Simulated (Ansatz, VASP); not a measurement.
**BiTe in VASP and in Ansatz**

The input INCAR:

```
ALGO = Normal ; EDIFF = 1E-6
ENCUT = 520 ; ISIF = 2
ISMEAR = -1 ; LASPH = True
LCHARG = False ; LREAL = False
LWAVE = False ; NBANDS = 18
NELM = 80 ; PREC = Accurate
SIGMA = 0.08
```

Contents of KPOINTS:

```
k-points
0
Gamma
  10 10 10
```

POSCAR

```
BiTe
1.0
    0.0647000000      3.2673500000      3.2673500000
    3.2673500000      0.0647000000      3.2673500000
    3.2673500000      3.2673500000      0.0647000000
Bi Te
1 1
Direct
    0.0000000000      0.0000000000      0.0000000000
    0.5000000000      0.5000000000      0.5000000000
```

Input for Ansatz:

```yaml
crystal:
  lattice:
    - [0.0647, 3.26735, 3.26735]
    - [3.26735, 0.0647, 3.26735]
    - [3.26735, 3.26735, 0.0647]
  atoms:
    - { symbol: Bi, position: [0.0, 0.0, 0.0] }
    - { symbol: Te, position: [0.5, 0.5, 0.5] }
kpoints:
  mp_grid: { grid: [10, 10, 10] }
  band_path:
    path:
      - [0.0, 0.0, 0.0]
      - [0.5, 0.5, 0.5]
      - [0.2451701269, 0.5, 0.7548298731]
      - [-0.2451701269, 0.2451701269, 0.5]
      - [0.0, 0.0, 0.5]
      - [0.0, 0.0, 0.0]
      - [-0.3725850634, 0.0, 0.3725850634]
      - [0.0, 0.3725850634, 0.6274149366]
      - [0.0, 0.5, 0.5]
    npoints: 5
scf:
  occupations: { method: fermi_dirac, width: 0.08 }
hamiltonian:
  xc: lda
  pseudopotentials: { kind: all_electron, lapw: { basis_error: 0.0005 } }
output:
  forces: true
  stress: true
  eigenvalues: true
```

Change from the starting cell: equal xy, yz and zx shear strains of +2 %.

Alike in both runs: task single point; functional LDA; k mesh 10 × 10 × 10; occupations fermi-dirac, width 0.08 eV; no spin polarisation.

|  | VASP | Ansatz |
| --- | --- | --- |
| version | VASP 6.6.1 | Ansatz 0.2.0 |
| potentials or method | VASP PAW LDA potentials, release 64 (Bi_d, Te), cutoff 520 eV | all-electron LAPW, scalar-relativistic |

```csv
,VASP,Ansatz,Ansatz less VASP
pressure (GPa),-2.8,-2.8,-0.02
```

LDA's correlation is that of Perdew and Zunger in VASP and of Perdew and Wang (1992) in Ansatz. Ansatz ran all-electron here, and VASP with PAW potentials.

Spin-orbit coupling is off throughout.
